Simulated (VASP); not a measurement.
Here is a VASP 6.6.1 calculation.

Contents of INCAR:

```
SYSTEM = Ir
  ALGO = Normal
  EDIFF = 1E-6
  ENCUT = 560
  GGA_COMPAT = .FALSE.
  ISIF = 2
  ISMEAR = -1
  ISPIN = 2
  LASPH = .TRUE.
  LCHARG = .TRUE.
  LELF = .TRUE.
  LMAXMIX = 4
  LORBIT = 11
  LREAL = .FALSE.
  LVHAR = .TRUE.
  LWAVE = .FALSE.
  MAGMOM = 1
  NBANDS = 18
  NELM = 200
  PREC = Accurate
  SIGMA = 0.05
```

The input KPOINTS:

```
k-points
0
G
  14 14 14
  0 0 0
```

Contents of POSCAR:

```
Ir
1.0
    0.0000000000      1.9058274255      1.9058274255
    1.9058274255      0.0000000000      1.9058274255
    1.9058274255      1.9058274255      0.0000000000
Ir
1
Direct
    0.0000000000      0.0000000000      0.0000000000
```

Potentials or basis: VASP PAW LDA potentials, release 64 (Ir_sv_GW).

Run with:

```console
$ cat potpaw_LDA.64/Ir_sv_GW/POTCAR > POTCAR
$ mpirun -np 1 vasp_std > vasp.out
```

Question: What does it give for the pressure?

Answer: -0.3 GPa.

Question: Predict the net moment.

Answer: 0.00 μB per cell.
